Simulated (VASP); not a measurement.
Here is a VASP 6.6.1 calculation.

The input INCAR:

```
PREC     = Accurate       # precision mode
ENCUT    = 520            # plane-wave cutoff, eV
EDIFF    = 1E-7           # SCF threshold, eV
ISMEAR   = -1             # smearing method
SIGMA    = 0.05           # smearing width, eV
LREAL    = F              # projectors in reciprocal space
LASPH    = T              # aspherical terms in the spheres
NELM     = 100            # most SCF steps
ALGO     = Normal         # electronic algorithm
ISIF     = 2              # what is computed and relaxed
LWAVE    = F              # write WAVECAR
LCHARG   = T              # write CHGCAR
GGA      = PE             # functional
LELF     = T              # ELF
LVHAR    = T            
NBANDS   = 14             # bands
```

Contents of KPOINTS:

```
regular mesh
0
Gamma
  14 14 14
```

POSCAR

```
HfN
1.0
    2.8251189566      0.0000000000      0.0000000000
    0.0000000000      2.8251189566      0.0000000000
    0.0000000000      0.0000000000      2.8251189566
Hf N
1 1
Direct
    0.0000000000      0.0000000000      0.0000000000
    0.5000000000      0.5000000000      0.5000000000
```

Potentials or basis: VASP PAW PBE potentials, release 64 (Hf_pv, N).

Run with:

```sh
$ cat potpaw_PBE.64/Hf_pv/POTCAR potpaw_PBE.64/N/POTCAR > POTCAR
$ mpirun -np 1 vasp_std > vasp.out
```

Q: Estimate the pressure.

A: -2.6 GPa.
